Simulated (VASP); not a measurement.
A run of VASP 6.6.1:

File INCAR:

```
ALGO = Normal ; EDIFF = 1E-6
ENCUT = 520 ; GGA = PE
GGA_COMPAT = False ; ISIF = 2
ISMEAR = 0 ; LASPH = True
LCHARG = False ; LREAL = Auto
LWAVE = False ; NBANDS = 82
NELECT = 120.0 ; NELM = 120
PREC = Accurate ; SIGMA = 0.01
```

KPOINTS

```
Automatic mesh
0
Gamma
  1 1 1
  0.25 0.25 0.25
```

The input POSCAR:

```
Al16BN14
1.0
    6.2595139100      0.0000000600      0.0000000000
   -3.1297570100      5.4208980300      0.0000000000
    0.0000000000      0.0000000000     10.0348065900
Al N B
16 14 1
Direct
    0.3333333300      0.1666666700      0.2496176900
    0.1666666700      0.3333333300      0.4996176900
    0.3333333300      0.1666666700      0.7496176900
    0.1666666700      0.3333333300      0.9996176900
    0.3333333300      0.6666666700      0.2496176900
    0.1666666700      0.8333333300      0.4996176900
    0.3333333300      0.6666666700      0.7496176900
    0.1666666700      0.8333333300      0.9996176900
    0.8333333300      0.1666666700      0.2496176900
    0.6666666700      0.3333333300      0.4996176900
    0.8333333300      0.1666666700      0.7496176900
    0.6666666700      0.3333333300      0.9996176900
    0.8333333300      0.6666666700      0.2496176900
    0.6666666700      0.8333333300      0.4996176900
    0.8333333300      0.6666666700      0.7496176900
    0.6666666700      0.8333333300      0.9996176900
    0.3333333300      0.1666666700      0.4403823100
    0.1666666700      0.3333333300      0.1903823100
    0.3333333300      0.1666666700      0.9403823100
    0.1666666700      0.3333333300      0.6903823100
    0.3333333300      0.6666666700      0.4403823100
    0.3333333300      0.6666666700      0.9403823100
    0.1666666700      0.8333333300      0.6903823100
    0.8333333300      0.1666666700      0.4403823100
    0.6666666700      0.3333333300      0.1903823100
    0.8333333300      0.1666666700      0.9403823100
    0.6666666700      0.3333333300      0.6903823100
    0.6666666700      0.8333333300      0.1903823100
    0.8333333300      0.6666666700      0.9403823100
    0.6666666700      0.8333333300      0.6903823100
    0.8333333300      0.6666666700      0.4403823100
```

Potentials or basis: VASP PAW PBE potentials, release 64 (Al, N, B).

Command:

```sh
$ cat potpaw_PBE.64/Al/POTCAR potpaw_PBE.64/N/POTCAR potpaw_PBE.64/B/POTCAR > POTCAR
$ mpirun -np 1 vasp_std > vasp.out
```

Hardware: 1 thread of Intel(R) Xeon(R) Platinum 8259CL CPU @ 2.50GHz (Skylake/Cascade Lake), on a shared host.

Q: Estimate the wall time of this run.

A: Run time: 3.4 min on 1 thread of Intel(R) Xeon(R) Platinum 8259CL CPU @ 2.50GHz (Skylake/Cascade Lake), on a shared host, peak memory 0.46 GiB. Counts: scf iterations 21, k points 3.
